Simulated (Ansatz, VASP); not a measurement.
## Ga2SnTe2 in VASP and in Ansatz

File INCAR:

```
SYSTEM = Ga2SnTe2
PREC = Accurate ; ENCUT = 600
EDIFF = 1E-7 ; ISMEAR = 0
SIGMA = 0.1 ; LREAL = .False.
LASPH = .True. ; NELM = 60
ALGO = Normal ; ISIF = 3
LWAVE = .False. ; LCHARG = .False.
GGA = PE ; IBRION = 2
NSW = 90 ; EDIFFG = -0.04
```

KPOINTS

```
regular mesh
0
Gamma
  6 6 2
  0 0 0
```

The input POSCAR:

```
Ga2SnTe2
1.0
    4.2042499300      0.0000000000      0.0000000000
   -2.1021249600      3.6409872400      0.0000000000
    0.0000000000      0.0000000000      9.5026033300
Ga Sn Te
2 1 2
Direct
    0.0000000000      0.0000000000      0.2173692000
    0.0000000000      0.0000000000      0.7826308000
    0.0000000000      0.0000000000      0.5000000000
    0.3333333300      0.6666666700      0.1269375000
    0.6666666700      0.3333333300      0.8730625000
```

Input for Ansatz:

```yaml
crystal:
  lattice:
    - [4.20424993, 0.0, 0.0]
    - [-2.10212496, 3.64098724, 0.0]
    - [0.0, 0.0, 9.50260333]
  atoms:
    - { symbol: Ga, position: [0.0, 0.0, 0.2173692] }
    - { symbol: Ga, position: [0.0, 0.0, 0.7826308] }
    - { symbol: Sn, position: [0.0, 0.0, 0.5] }
    - { symbol: Te, position: [0.33333333, 0.66666667, 0.1269375] }
    - { symbol: Te, position: [0.66666667, 0.33333333, 0.8730625] }
basis:
  ecutwfc: 420
kpoints:
  mp_grid: { grid: [6, 6, 2] }
hamiltonian:
  xc: pbe
scf:
  occupations: { method: gaussian, width: 0.1 }
  lower_state_search: "off"
output:
  forces: true
  stress: true
  eigenvalues: true
relax:
  adjacent_minimum: "off"
  f_tol: 0.04
  max_steps: 70
  cell: { stress_tol: 0.4 }
```

Alike in both runs: task relaxation of cell and atoms; functional PBE; k mesh 6 × 6 × 2; occupations gaussian, width 0.1 eV; no spin polarisation.

|  | VASP | Ansatz |
| --- | --- | --- |
| version | VASP 6.6.1 | Ansatz 0.2.0 |
| potentials or method | VASP PAW PBE potentials, release 64 (Ga_d, Sn_d, Te), cutoff 600 eV | scalar-relativistic, plane waves, PAW |
| valence electrons in the cell | 52 | 72 |

VASP gave:

| Item | Value |
| --- | --- |
| gap on the k mesh at the Fermi level, each at its own relaxed structure (eV) | none |
| relaxed volume (Å³/atom) | 33.01 |
| relaxed cell length with the largest relative difference (Å) | 11.713 |

Problem. Which values does Ansatz return?

Solution. gap on the k mesh at the Fermi level, each at its own relaxed structure (eV): none; relaxed volume (Å³/atom): 33.05; relaxed cell length with the largest relative difference (Å): 11.763.

A gap of «none» marks a metal or a gap that the smearing closes. VASP's potentials hold 52 valence electrons a cell and Ansatz's 72, so a difference there can come from the potentials and not from the codes.

Neither program's run includes spin-orbit coupling.
